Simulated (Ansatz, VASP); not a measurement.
## MgI2: VASP beside Ansatz

```
Mg I
1.0
     2.07868    1.20013    6.89235
    -2.07868    1.20013    6.89235
     0.00000   -2.40025    6.89235
Mg I
1 2
Direct
  0.00000 0.00000 0.00000
  0.25269 0.25269 0.25269
  0.74731 0.74731 0.74731
```

Alike in both runs: task single point; functional r2SCAN; k mesh 6 × 6 × 6; no spin polarisation.

|  | VASP | Ansatz |
| --- | --- | --- |
| version | VASP 6.6.1 | Ansatz 0.2.0 |
| potentials or method | VASP PAW PBE potentials, release 64 (Mg, I) | plane waves |
| plane-wave cutoff (eV) | 660 | 500 |
| occupations | gaussian, width 0.01 eV | fixed |
| valence electrons in the cell | 16 | 44 |

|  | VASP | Ansatz | Ansatz less VASP |
| --- | --- | --- | --- |
| gap on the k mesh at the Fermi level (eV) | 3.81 | 3.85 | +0.032 |
| pressure (GPa) | 0.5 | 0.6 | +0.11 |
| rms of the force components (eV/Å) | 0.021 | 0.012 | -0.0087 |

VASP's potentials were made for PBE, not for r2SCAN. Atom by atom the forces differ by 0.009 eV/Å (rms over components). VASP's potentials hold 16 valence electrons a cell and Ansatz's 44, so a difference there can come from the potentials and not from the codes.

Neither program's run includes spin-orbit coupling.
